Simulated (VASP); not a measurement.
Here is a VASP 6.6.1 calculation.

POSCAR

```
GaN
1.0
    0.0000000000      2.2535006075      2.2535006075
    2.2535006075      0.0000000000      2.2535006075
    2.2535006075      2.2535006075      0.0000000000
Ga N
1 1
Direct
    0.0000000000      0.0000000000      0.0000000000
    0.2500000000      0.2500000000      0.2500000000
```

Contents of INCAR.step1:

```
SYSTEM = GaN
ALGO     = Normal         ! electronic algorithm
EDIFF    = 1E-5           ! SCF threshold, eV
ENCUT    = 520            ! plane-wave cutoff, eV
GGA      = PE             ! functional
ISIF     = 2              ! what is computed and relaxed
ISMEAR   = -1             ! smearing method
LASPH    = .TRUE.         ! aspherical terms in the spheres
LCHARG   = .FALSE.        ! write CHGCAR
LREAL    = .FALSE.        ! projectors in reciprocal space
LWAVE    = .TRUE.         ! write WAVECAR
NBANDS   = 16             ! bands
NELM     = 60             ! most SCF steps
PREC     = Accurate       ! precision mode
SIGMA    = 0.05           ! smearing width, eV
```

The input INCAR.step2:

```
SYSTEM = GaN
AEXX     = 0.25           ! exact-exchange fraction
ALGO     = Normal         ! electronic algorithm
EDIFF    = 1E-7           ! SCF threshold, eV
ENCUT    = 520            ! plane-wave cutoff, eV
GGA      = PE             ! functional
HFSCREEN = 0.2            ! screening, 1/A
ISIF     = 2              ! what is computed and relaxed
ISMEAR   = -1             ! smearing method
ISTART   = 1            
LASPH    = .TRUE.         ! aspherical terms in the spheres
LCHARG   = .FALSE.        ! write CHGCAR
LHFCALC  = .TRUE.         ! exact exchange
LREAL    = .FALSE.        ! projectors in reciprocal space
LWAVE    = .FALSE.        ! write WAVECAR
NBANDS   = 16             ! bands
NELM     = 60             ! most SCF steps
PREC     = Accurate       ! precision mode
PRECFOCK = Normal       
SIGMA    = 0.05           ! smearing width, eV
```

File KPOINTS:

```
k-points
0
G
  5 5 5
  0 0 0
```

Potentials or basis: VASP PAW PBE potentials, release 64 (Ga_d, N).

Launch:

```bash
$ cat potpaw_PBE.64/Ga_d/POTCAR potpaw_PBE.64/N/POTCAR > POTCAR
$ cp INCAR.step1 INCAR
$ mpirun -np 1 vasp_std > vasp.out
$ cp INCAR.step2 INCAR
$ mpirun -np 1 vasp_std > vasp.out
```

Q: Predict the pressure.

A: -1.4 GPa.

Q: Estimate the band gap on the k mesh.

A: 3.01 eV.

Caveat: the k points lie up to 0.48 Å⁻¹ apart; the PAW data sets were made with another functional, which shifts forces and pressure a little.
